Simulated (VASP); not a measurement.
# Be2SbCl (P6/mmm) in VASP: notebook

Runs on Be2SbCl. Level: PBE. Tasks: relaxation of cell and atoms, single point.

Program: VASP 6.6.1. These are calculated values, not measurements. Logs are shortened: lines on timing, memory, paths and dates and some standing lists are left out, and cuts for length are marked.

**1. The cell of the first run**

Symmetry: P6/mmm, No. 191, hexagonal system. Conventional cell: a = 4.010 Å, b = 4.010 Å, c = 5.715 Å, α = 90.00°, β = 90.00°, γ = 120.00°. Within 3.1 Å of Be (site symmetry -6m2) lie 3 Be at 2.31 Å and 3 Sb at 2.31 Å. Sb (site symmetry 6/mmm) has 6 Be at 2.31 Å and 2 Cl at 2.86 Å within 3.1 Å. Cl (site symmetry 6/mmm) has 2 Sb at 2.86 Å and 12 Be at 3.68 Å within 3.8 Å.

**2. Relaxation of cell and atoms, PBE**

INCAR

```
ALGO = Normal
EDIFF = 1E-6
EDIFFG = -0.04
ENCUT = 600
GGA = PE
IBRION = 2
ISIF = 3
ISMEAR = 0
LASPH = T
LCHARG = F
LREAL = F
LWAVE = F
NELM = 60
NSW = 90
PREC = Accurate
SIGMA = 0.1
```

KPOINTS

```
k-points
0
Gamma
  6 6 4
```

POSCAR

```
Be2SbCl
1.0
    4.0095241400      0.0000000000      0.0000000000
   -2.0047620700      3.4723497600      0.0000000000
    0.0000000000      0.0000000000      5.7152010300
Be Sb Cl
2 1 1
Direct
    0.3333333300      0.6666666700      0.0000000000
    0.6666666700      0.3333333300      0.0000000000
    0.0000000000      0.0000000000      0.0000000000
    0.0000000000      0.0000000000      0.5000000000
```

Potentials or basis: VASP PAW PBE potentials, release 64 (Be, Sb, Cl).

Launch:

```console
> cat potpaw_PBE.64/Be/POTCAR potpaw_PBE.64/Sb/POTCAR potpaw_PBE.64/Cl/POTCAR > POTCAR
> mpirun -np 1 vasp_std > vasp.out
```

OUTCAR:

```text
EDIFF = 1E-6
   EDIFFG = -0.04
   ENCUT = 600
   GGA = PE
   IBRION = 2
   ISIF = 3
   ISMEAR = 0
   LASPH = T
   LREAL = F
   NELM = 60
   NSW = 90
   PREC = Accurate

 ion  position               nearest neighbor table
   1  0.333  0.667  0.000-   2 2.31   3 2.31   2 2.31   3 2.31   3 2.31   2 2.31
   2  0.667  0.333  0.000-   1 2.31   3 2.31   1 2.31   3 2.31   3 2.31   1 2.31
   3  0.000  0.000  0.000-   1 2.31   2 2.31   1 2.31   2 2.31   2 2.31   1 2.31   4 2.86   4 2.86

   4  0.000  0.000  0.500-   3 2.86   3 2.86

  LATTYP: Found a hexagonal cell.
 ALAT       =     4.0095241400
 C/A-ratio  =     1.4254063152

  Lattice vectors:

 A1 = (   4.0095241400,   0.0000000000,   0.0000000000)
 A2 = (  -2.0047620700,   3.4723497600,   0.0000000000)
 A3 = (   0.0000000000,   0.0000000000,   5.7152010300)

Analysis of symmetry for initial positions (statically):
=====================================================================
 Subroutine PRICEL returns:
 Original cell was already a primitive cell.

 Routine SETGRP: Setting up the symmetry group for a
 hexagonal supercell.

 Subroutine GETGRP returns: Found 24 space group operations
 (whereof 24 operations were pure point group operations)
 out of a pool of 24 trial point group operations.

The static configuration has the point symmetry D_6h.

Analysis of symmetry for dynamics (positions and initial velocities):
=====================================================================
 Subroutine PRICEL returns:
 Original cell was already a primitive cell.

 Routine SETGRP: Setting up the symmetry group for a
 hexagonal supercell.

 Subroutine GETGRP returns: Found 24 space group operations
 (whereof 24 operations were pure point group operations)
 out of a pool of 24 trial point group operations.

The dynamic configuration has the point symmetry D_6h.

 Subroutine INISYM returns: Found 24 space group operations
 (whereof 24 operations are pure point group operations),
 and found     1 'primitive' translations

----------------------------------------------------------------------------------------

                                     Primitive cell

  volume of cell :      79.5697

  direct lattice vectors                    reciprocal lattice vectors
     4.009524140  0.000000000  0.000000000     0.249406155  0.143994711  0.000000000
    -2.004762070  3.472349760  0.000000000     0.000000000  0.287989422  0.000000000
     0.000000000  0.000000000  5.715201030     0.000000000  0.000000000  0.174971973

  length of vectors
     4.009524140  4.009524138  5.715201030     0.287989422  0.287989422  0.174971973

  position of ions in fractional coordinates (direct lattice)
     0.333333330  0.666666670  0.000000000
     0.666666670  0.333333330  0.000000000
     0.000000000  0.000000000  0.000000000
     0.000000000  0.000000000  0.500000000

  ion indices of the primitive-cell ions
   primitive index   ion index
                 1           1
                 2           2
                 3           3
                 4           4

----------------------------------------------------------------------------------------

 KPOINTS: k-points

Automatic generation of k-mesh.
 Grid dimensions read from file:
 generate k-points for:    6    6    4

 Generating k-lattice:

  Cartesian coordinates                     Fractional coordinates (reciprocal lattice)
     0.041567693  0.023999118  0.000000000     0.166666667  0.000000000  0.000000000
     0.000000000  0.047998237  0.000000000     0.000000000  0.166666667  0.000000000
     0.000000000  0.000000000  0.043742993     0.000000000  0.000000000  0.250000000

  Length of vectors
     0.047998237  0.047998237  0.043742993

  Shift w.r.t. Gamma in fractional coordinates (k-lattice)
     0.000000000  0.000000000  0.000000000

 Subroutine IBZKPT returns following result:
 ===========================================

 Found     21 irreducible k-points:

 Following reciprocal coordinates:
            Coordinates               Weight
  0.000000  0.000000  0.000000      1.000000
  0.166667  0.000000  0.000000      6.000000
  0.333333  0.000000  0.000000      6.000000
  0.500000  0.000000  0.000000      3.000000
  0.166667  0.166667  0.000000      6.000000
  0.333333  0.166667  0.000000     12.000000
[... 13 lines left out ...]
  0.333333  0.166667  0.500000     12.000000
  0.333333  0.333333  0.500000      2.000000
   k-points           NKPTS =     21   k-points in BZ     NKDIM =     21   number of bands    NBANDS=     12
   number of dos      NEDOS =    301   number of ions     NIONS =      4
   total plane-waves  NPLWV =  49152
   dimension x,y,z NGX =    32 NGY =   32 NGZ =   48
   dimension x,y,z NGXF=    64 NGYF=   64 NGZF=   96
   ions per type =               2   1   1
   NGX,Y,Z   is equivalent  to a cutoff of  13.27, 13.27, 13.96 a.u.
   NGXF,Y,Z  is equivalent  to a cutoff of  26.54, 26.54, 27.92 a.u.
 SYSTEM =  unknown system
   PREC   = accura    normal or accurate (medium, high low for compatibility)
   ISTART =      0    job   : 0-new  1-cont  2-samecut
   ICHARG =      2    charge: 1-file 2-atom 10-const
   ISPIN  =      1    spin polarized calculation?
   LNONCOLLINEAR =      F non collinear calculations
   LSORBIT =      F    spin-orbit coupling
   LASPH  =      T    aspherical Exc in radial PAW
   ENCUT  =  600.0 eV  44.10 Ry    6.64 a.u.   8.01  8.01 11.41*2*pi/ulx,y,z
   NELM   =     60;   NELMIN=  2; NELMDL= -5     # of ELM steps
   EDIFF  = 0.1E-05   stopping-criterion for ELM
   LREAL  =      F    real-space projection
   EDIFFG = -.4E-01   stopping-criterion for IOM
   NSW    =     90    number of steps for IOM
   IBRION =      2    ionic relax: 0-MD 1-quasi-New 2-CG
   NFREE  =      1    steps in history (QN), initial steepest desc. (CG)
   ISIF   =      3    stress and relaxation
   ISYM   =      2    0-nonsym 1-usesym 2-fastsym
   POTIM  = 0.5000    time-step for ionic-motion
   TEBEG  =    0.0;   TEEND  =   0.0 temperature during run
   PSTRESS=    0.0 pullay stress
   NELECT =      16.0000    total number of electrons
   NUPDOWN=      -1.0000    fix difference up-down
   EMIN   =  10.00;   EMAX   =-10.00  energy-range for DOS
   EFERMI =   0.00;   METHOD = LEGACY
   ISMEAR =     0;   SIGMA  =   0.10  broadening in eV -4-tet -1-fermi 0-gaus
   EFERMI_NEDOS =   21; number of points for ismear=-14 and -15
   IALGO  =     38    algorithm
   IMIX   =      4    mixing-type and parameters
     AMIX     =   0.40;   BMIX     =  1.00
     AMIX_MAG =   1.60;   BMIX_MAG =  1.00
  volume/ion in A,a.u.               =      19.89       134.24
  Fermi-wavevector in a.u.,A,eV,Ry     =   0.959104  1.812443 12.515725  0.919880
  Thomas-Fermi vector in A             =   2.088270
   LORBIT       =      0    0 simple, 1 ext, 2 COOP (PROOUT), +10 PAW based schemes
   GGA     = PE    functional components
   LHFCALC =     F    Hartree Fock is set to
   AEXX    =    0.0000 exact exchange contribution
   IVDW    =     0    specifies the selected vdW correction
   LEPSILON=     F    determine dielectric tensor
   LRPA    =     F    only Hartree local field effects (RPA)
 conjugate gradient relaxation of ions
 non-spin polarized calculation
 Gauss-broadening in eV      SIGMA  =   0.10
  energy-cutoff  :      600.00
  volume of cell :       79.57
 maximum number of plane-waves:      2676
   NGX = 17   NGY = 17   NGZ = 23

--------------------------------------- Ionic step        1  -------------------------------------------

 number of electron      15.9999999 magnetization

 Free energy of the ion-electron system (eV)
  ---------------------------------------------------
  ext. energy  EPLUGINS =         0.00000000
  ---------------------------------------------------
  free energy    TOTEN  =       -11.07314340 eV

  energy without entropy =      -11.05263033  energy(sigma->0) =      -11.06288687

 E-fermi :   4.3628     XC(G=0):  -8.7715

 val. band max:        4.3223456700   @ k =   0.1667   0.0000   0.2500
 cond. band min:       4.3663836929   @ k =   0.5000   0.0000   0.0000
 fundamental gap:      0.0440380230
 Fermi energy:         4.3627736769

 k-point     1 :       0.0000    0.0000    0.0000
  band No.  band energies     occupation
      1     -10.5230      2.00000
      2      -7.7548      2.00000
      3      -1.6176      2.00000
      4       1.5138      2.00000
      5       1.5138      2.00000
      6       2.9678      2.00000
      7       2.9678      2.00000
      8       3.5173      2.00000
      9       3.5173      2.00000
     10       4.0624      1.99998
     11       6.2339      0.00000
     12       9.2477      0.00000
[... 409 lines left out ...]
  energy  without entropy=      -11.5505286758  energy(sigma->0) =      -11.55373390

--------------------------------------- Ionic step        4  -------------------------------------------

 number of electron      16.0000000 magnetization

 Free energy of the ion-electron system (eV)
  ---------------------------------------------------
  ext. energy  EPLUGINS =         0.00000000
  ---------------------------------------------------
  free energy    TOTEN  =       -11.55754767 eV

  energy without entropy =      -11.55101156  energy(sigma->0) =      -11.55427962

 E-fermi :   3.4688     XC(G=0):  -8.2388

 val. band max:        3.4632601251   @ k =   0.1667   0.0000   0.0000
 cond. band min:       3.5910408533   @ k =   0.1667   0.1667   0.0000
 fundamental gap:      0.1277807282
 Fermi energy:         3.4688293010

 k-point     1 :       0.0000    0.0000    0.0000
  band No.  band energies     occupation
      1     -11.5815      2.00000
      2      -7.7474      2.00000
      3      -2.2685      2.00000
      4       0.3920      2.00000
      5       0.3920      2.00000
      6       1.8831      2.00000
      7       1.8831      2.00000
      8       2.8471      2.00000
      9       2.8471      2.00000
     10       3.4144      1.55885
     11       3.7517      0.00006
     12       7.0772      0.00000
[... 329 lines left out ...]
  FREE ENERGIE OF THE ION-ELECTRON SYSTEM (eV)
  ---------------------------------------------------
  free  energy   TOTEN  =       -11.5575476727 eV

  energy  without entropy=      -11.5510115650  energy(sigma->0) =      -11.55427962

 reached required accuracy - stopping structural energy minimisation
```

Wall time 62 s (1 thread of Intel Xeon Platinum 8375C at 2.90GHz (Ice Lake), shared host); peak memory 0.23 GiB.

What came out:

| Property | Result |
| --- | --- |
| Free energy | -11.5575 eV |
| Relaxed volume | 22.97 Å³/atom |
| Relaxed cell | a = 4.319 Å, b = 4.319 Å, c = 5.689 Å, α = 90.00°, β = 90.00°, γ = 120.00° |
| Space group after relaxing (to 0.05 Å) | P6/mmm (No. 191) |
| Energy gained by relaxing | 121.1 meV/atom |
| Ionic steps | 4 |
| Pressure after relaxing | -0.1 GPa |
| Band gap on the k mesh | zero (band 8 reaches 4.67 eV, above the bottom of band 9 at 2.85 eV) |

Step by step:
```
step  energy change (eV)  largest force (eV/Å)  pressure (GPa)  volume (Å³)
   1              0.0000                0.0000            8.41        79.57
   2             -0.4837                0.0000           -0.09        92.05
   3             -0.4838                0.0000           -0.16        92.18
   4             -0.4844                0.0000           -0.05        91.88
```

Final structure:
```yaml
crystal:
  lattice:
    - [4.31852, 0.00000, 0.00000]
    - [-2.15926, 3.73995, 0.00000]
    - [0.00000, 0.00000, 5.68858]
  atoms:
    - { symbol: Be, position: [0.33333, 0.66667, 0.00000] }
    - { symbol: Be, position: [0.66667, 0.33333, 0.00000] }
    - { symbol: Sb, position: [0.00000, 0.00000, 0.00000] }
    - { symbol: Cl, position: [0.00000, 0.00000, 0.50000] }
```

Caveat: the volume moved by over 15 % at a fixed basis, so the end points are rough; spin-orbit coupling is left out, which moves the levels of the heavy elements.

(Part 1 of 2 ends here.)
